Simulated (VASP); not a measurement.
PbS:

```
Pb S
1.0
     2.95469   -2.96891    0.28851
     2.95469    2.96891    0.28851
    -0.58357    0.00000    5.92619
Pb S
2 2
Direct
  0.74998 0.74998 0.75000
  0.25002 0.25002 0.25000
  0.25008 0.25008 0.75003
  0.74992 0.74992 0.24997
```

Base run:

- Program: VASP 6.6.1
- Functional: r2SCAN
- Potentials or basis: VASP PAW PBE potentials, release 64 (Pb_d, S)
- Cutoff: 520 eV
- k mesh: 4 × 4 × 4
- Occupations: gaussian, width 0.01 eV
- Spin: no spin polarisation

Its results: band gap on the k mesh 0.64 eV; pressure 1.0 GPa.

Problem. The run is repeated on the same cell with these changes: functional from r2SCAN to PBE; k mesh from 4 × 4 × 4 to 4 × 4 × 2. What comes out?

Solution. Band gap on the k mesh 0.36 eV; pressure 2.9 GPa.

Several settings changed at once.

Caveats: some runs use coarse meshes; spin-orbit coupling is left out, which moves the levels of the heavy elements; the PAW data sets were made with another functional, which shifts forces and pressure a little (at least some runs).

A k mesh can miss the band edges.
